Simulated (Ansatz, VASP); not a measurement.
ReP in VASP and in Ansatz

The input INCAR:

```
SYSTEM = ReP
  ALGO = Normal
  EDIFF = 1E-6
  ENCUT = 520
  GGA = PS
  ISIF = 2
  ISMEAR = 0
  LASPH = .TRUE.
  LCHARG = .FALSE.
  LREAL = .FALSE.
  LWAVE = .FALSE.
  NBANDS = 13
  NELM = 100
  PREC = Accurate
  SIGMA = 0.05
```

KPOINTS

```
k-points
0
G
  12 12 12
  0 0 0
```

The input POSCAR:

```
ReP
1.0
    0.0000000000      2.6120210935      2.6120210935
    2.6120210935      0.0000000000      2.6120210935
    2.6120210935      2.6120210935      0.0000000000
Re P
1 1
Direct
    0.0000000000      0.0000000000      0.0000000000
    0.2500000000      0.2500000000      0.2500000000
```

Input for Ansatz:

```yaml
crystal:
  lattice:
    - [0.0, 2.6120210935, 2.6120210935]
    - [2.6120210935, 0.0, 2.6120210935]
    - [2.6120210935, 2.6120210935, 0.0]
  atoms:
    - { symbol: Re, position: [0.0, 0.0, 0.0] }
    - { symbol: P, position: [0.25, 0.25, 0.25] }
basis:
  ecutwfc: 420
  ecutrho_ratio: 4
kpoints:
  mp_grid: { grid: [12, 12, 12] }
hamiltonian:
  xc: pbesol
scf:
  occupations: { method: gaussian, width: 0.05 }
output:
  forces: true
  stress: true
  eigenvalues: true
```

Alike in both runs: task single point; functional PBEsol; k mesh 12 × 12 × 12; occupations gaussian, width 0.05 eV; no spin polarisation.

|  | VASP | Ansatz |
| --- | --- | --- |
| version | VASP 6.6.1 | Ansatz 0.2.0 |
| potentials or method | VASP PAW PBE potentials, release 64 (Re, P), cutoff 520 eV | scalar-relativistic, plane waves, PAW |
| valence electrons in the cell | 12 | 20 |

```csv
,VASP,Ansatz,Ansatz less VASP
gap on the k mesh at the Fermi level (eV),none,none,-
pressure (GPa),5.1,3.8,-1.38
```

VASP's potentials were made for PBE, not for PBEsol. A gap of «none» marks a metal or a gap that the smearing closes. VASP's potentials hold 12 valence electrons a cell and Ansatz's 20, so a difference there can come from the potentials and not from the codes.

Spin-orbit coupling is off throughout.
